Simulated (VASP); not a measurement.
# Hf (R-3m) in VASP: further runs, part 2 of 2

VASP 6.6.1. Earlier steps stand in the parts before.

## (3) Single point, LDA (equal xy, yz and zx shear strains of +1 %)

File INCAR:

```
PREC = Accurate
ENCUT = 520
EDIFF = 1E-7
ISMEAR = -1
SIGMA = 0.03
LREAL = F
LASPH = T
NELM = 60
ALGO = Normal
ISIF = 2
LWAVE = F
LCHARG = F
NBANDS = 11
```

File KPOINTS:

```
regular mesh
0
Gamma
  13 13 13
```

File POSCAR:

```
Hf
1.0
    0.0222000000      2.2311000000      2.2311000000
    2.2311000000      0.0222000000      2.2311000000
    2.2311000000      2.2311000000      0.0222000000
Hf
1
Direct
    0.0000000000      0.0000000000      0.0000000000
```

Potentials or basis: VASP PAW LDA potentials, release 64 (Hf_pv).

Run with:

```console
> cat potpaw_LDA.64/Hf_pv/POTCAR > POTCAR
> mpirun -np 1 vasp_std > vasp.out
```

OUTCAR:

```text
PREC = Accurate
   ENCUT = 520
   EDIFF = 1E-7
   ISMEAR = -1
   LREAL = F
   LASPH = T
   NELM = 60
   ISIF = 2

 ion  position               nearest neighbor table
   1  0.000  0.000  0.000-

  LATTYP: Found a trigonal (rhomboedric) cell.
 ALAT       =     3.1553299764
 COS(alpha) =     0.5099250056

  Lattice vectors:

 A1 = (   0.0222000000,   2.2311000000,   2.2311000000)
 A2 = (   2.2311000000,   0.0222000000,   2.2311000000)
 A3 = (   2.2311000000,   2.2311000000,   0.0222000000)

Analysis of symmetry for initial positions (statically):
=====================================================================
 Subroutine PRICEL returns:
 Original cell was already a primitive cell.

 Routine SETGRP: Setting up the symmetry group for a
 trigonal (rhombohedral) supercell.

 Subroutine GETGRP returns: Found 12 space group operations
 (whereof 12 operations were pure point group operations)
 out of a pool of 12 trial point group operations.

The static configuration has the point symmetry D_3d.

Analysis of symmetry for dynamics (positions and initial velocities):
[... 158 lines left out ...]
 val. band max:        4.7630545171   @ k =   0.3077   0.0769   0.0769
 cond. band min:       4.7672180297   @ k =  -0.3846   0.3846   0.1538
 fundamental gap:      0.0041635127
 Fermi energy:         4.7668037768

 k-point     1 :       0.0000    0.0000    0.0000
  band No.  band energies     occupation
      1     -25.0299      2.00000
      2     -25.0043      2.00000
      3     -25.0043      2.00000
      4      -2.4487      2.00000
      5       5.9479      0.00000
      6       6.1838      0.00000
      7       6.1838      0.00000
      8       8.9386      0.00000
      9       8.9386      0.00000
     10      16.2676      0.00000
     11      16.9542      0.00000
[... 309 lines left out ...]
 k-point    24 :       0.4615    0.1538    0.0000
  band No.  band energies     occupation
      1     -25.7956      2.00000
      2     -25.2338      2.00000
      3     -25.1878      2.00000
      4       1.6162      2.00000
      5       4.3801      1.99999
      6       5.4205      0.00000
      7       6.6305      0.00000
      8      10.8788      0.00000
      9      11.2126      0.00000
     10      14.5395      0.00000
     11      16.9626      0.00000

 [... further k-points ...]
[... 5 lines left out ...]
  --------------------------------------------------------------------------------------
  -------------------------------------------------------------------------------------
  Total       -0.7500802     -0.7500802     -0.7500802     -0.0799013     -0.0799013     -0.0799013
  in kB      -54.9239551    -54.9239551    -54.9239551     -5.8507017     -5.8507017     -5.8507017
  external PRESSURE =     -54.9239551 kB  Pullay stress =       0.0000000 kB

 VOLUME and BASIS-vectors are now :
 -----------------------------------------------------------------------------
  energy-cutoff  :      520.00
  volume of cell :       21.88
      direct lattice vectors                 reciprocal lattice vectors
     0.022200000  2.231100000  2.231100000    -0.227477590  0.225236431  0.225236431
     2.231100000  0.022200000  2.231100000     0.225236431 -0.227477590  0.225236431
     2.231100000  2.231100000  0.022200000     0.225236431  0.225236431 -0.227477590

 POSITION                                       TOTAL-FORCE (eV/Angst)
 -----------------------------------------------------------------------------------
      0.00000      0.00000      0.00000         0.000000     -0.000000     -0.000000
 -----------------------------------------------------------------------------------
    total drift:                               -0.000000      0.000000      0.000000

  FREE ENERGIE OF THE ION-ELECTRON SYSTEM (eV)
  ---------------------------------------------------
  free  energy   TOTEN  =       -10.6108909902 eV

  energy  without entropy=      -10.6061130846  energy(sigma->0) =      -10.60850204
```

Wall time 35 s (1 thread of AMD EPYC 7R13 (Zen 3), shared host); peak memory 0.14 GiB.

What came out:

```yaml
Free_energy: -10.6109 eV
Pressure: -5.5 GPa
Band_gap_on_the_k_mesh: zero (bands 5 and 6 overlap by 1.74 eV)
```

Caveat: the cell differs from its parent crystal (equal xy, yz and zx shear strains of +1 %); the cell stands under tension; spin-orbit coupling is left out, which moves the levels of the heavy elements.

## (4) Single point, LDA (equal xy, yz and zx shear strains of +3 %)

File INCAR:

```
PREC     = Accurate       # precision mode
ENCUT    = 520            # plane-wave cutoff, eV
EDIFF    = 1E-6           # SCF threshold, eV
ISMEAR   = -1             # smearing method
SIGMA    = 0.03           # smearing width, eV
LREAL    = F              # projectors in reciprocal space
LASPH    = T              # aspherical terms in the spheres
NELM     = 60             # most SCF steps
ALGO     = Normal         # electronic algorithm
ISIF     = 2              # what is computed and relaxed
LWAVE    = F              # write WAVECAR
LCHARG   = F              # write CHGCAR
NBANDS   = 11             # bands
```

File KPOINTS:

```
Automatic mesh
0
Gamma
  13 13 13
```

File POSCAR:

```
Hf
1.0
    0.0666000000      2.2533000000      2.2533000000
    2.2533000000      0.0666000000      2.2533000000
    2.2533000000      2.2533000000      0.0666000000
Hf
1
Direct
    0.0000000000      0.0000000000      0.0000000000
```

Run with:

```console
> cat potpaw_LDA.64/Hf_pv/POTCAR > POTCAR
> mpirun -np 1 vasp_std > vasp.out
```

It took 32 s on 1 thread of AMD EPYC 7R13 (Zen 3), shared host; peak memory 0.14 GiB.

Results (log left out):

| Quantity | Value |
| --- | --- |
| Free energy | -10.6020 eV |
| Pressure | -5.4 GPa |
| Band gap on the k mesh | zero (bands 5 and 6 overlap by 1.54 eV) |

Stress tensor (GPa, compression positive):
```
-5.44 -1.64 -1.64
-1.64 -5.44 -1.64
-1.64 -1.64 -5.44
```

Levels at points of the mesh, in eV from the Fermi level:
| k point | band 1 | band 2 | band 3 | band 4 | band 5 | band 6 | band 7 | band 8 | band 9 | band 10 |
| --- | --- | --- | --- | --- | --- | --- | --- | --- | --- | --- |
| (0.00, 0.00, 0.00) | -29.84 | -29.76 | -29.76 | -7.23 | 0.86 | 1.54 | 1.54 | 4.19 | 4.19 | 11.47 |

Caveat: the cell differs from its parent crystal (equal xy, yz and zx shear strains of +3 %); the cell stands under tension; spin-orbit coupling is left out, which moves the levels of the heavy elements.

## (5) Summary

| cell | gap on the mesh (eV) | pressure (GPa) |
| --- | --- | --- |
| a = 3.108 Å, angles 61.3°, 1 atom | none | -5.5 |
| a = 3.155 Å, angles 59.3°, 1 atom | none | -5.5 |
| a = 3.187 Å, angles 58.0°, 1 atom | none | -5.4 |

Alike in all rows: task single point; level LDA; potentials or basis VASP PAW LDA potentials, release 64 (Hf_pv); no spin polarisation; k mesh 13 × 13 × 13; cutoff (eV) 520; smearing fermi-dirac 0.03 eV.

Caveats: the cell stands under tension; spin-orbit coupling is left out, which moves the levels of the heavy elements.

Total energies depend on the potentials used, so only differences within one code and one set of settings carry meaning.
